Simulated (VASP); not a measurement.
## Si: single point with r2SCAN

Si:

```
CELL_PARAMETERS angstrom
3.83213 0.00000 0.00000
-1.91606 3.31872 0.00000
0.00000 0.00000 6.59487
ATOMIC_POSITIONS crystal
Si 0.33333 0.66667 0.00234
Si 0.66667 0.33333 0.50234
Si 0.33333 0.66667 0.37266
Si 0.66667 0.33333 0.87266
```

This cell differs from its parent crystal: uniaxial z strain +4.0%.

```json
{
  "Program": "VASP 6.6.1",
  "Task": "single point",
  "Functional": "r2SCAN",
  "Potentials or basis": "VASP PAW PBE potentials, release 64 (Si)",
  "Cutoff": "520 eV",
  "k mesh": "12 × 12 × 4",
  "Occupations": "gaussian, width 0.01 eV",
  "Spin": "no spin polarisation"
}
```

* Pressure: -3.7 GPa
* Largest force: 0.006 eV/Å
* Band gap on the k mesh: 0.82 eV (least direct gap 1.66 eV)

Forces on the atoms (eV/Å):
```
Si   0.000  0.000 -0.006
Si   0.000  0.000 -0.006
Si   0.000  0.000  0.006
Si   0.000  0.000  0.006
```

Stress tensor (GPa, compression positive):
```
-1.36  0.00  0.00
 0.00 -1.36  0.00
 0.00  0.00 -8.42
```

Levels at points of the mesh, in eV from the valence-band top:
| k point | band 5 | band 6 | band 7 | band 8 | band 9 | band 10 | band 11 | band 12 |
| --- | --- | --- | --- | --- | --- | --- | --- | --- |
| (0.00, 0.00, 0.00) | -1.38 | -0.63 | 0.00 | 0.00 | 1.66 | 1.77 | 2.32 | 2.32 |
| (0.50, 0.00, 0.00) | -4.73 | -3.03 | -3.00 | -1.55 | 0.82 | 2.50 | 2.99 | 3.40 |
| (0.00, 0.00, 0.50) | -0.83 | -0.83 | -0.83 | -0.83 | 2.32 | 2.32 | 3.27 | 3.27 |
| (0.50, 0.00, 0.50) | -2.73 | -2.73 | -2.41 | -2.41 | 0.99 | 0.99 | 1.86 | 1.86 |

Run time: 2.7 min on 1 thread of AMD EPYC 9R45 96-Core Processor (Zen 5), on a shared host, peak memory 0.2 GiB.

Caveat: the cell differs from its parent crystal (uniaxial z strain +4.0%); the stress differs along the axes, from -8 to -1 GPa; the PAW data sets were made with another functional, which shifts forces and pressure a little. A k mesh can miss the band edges.
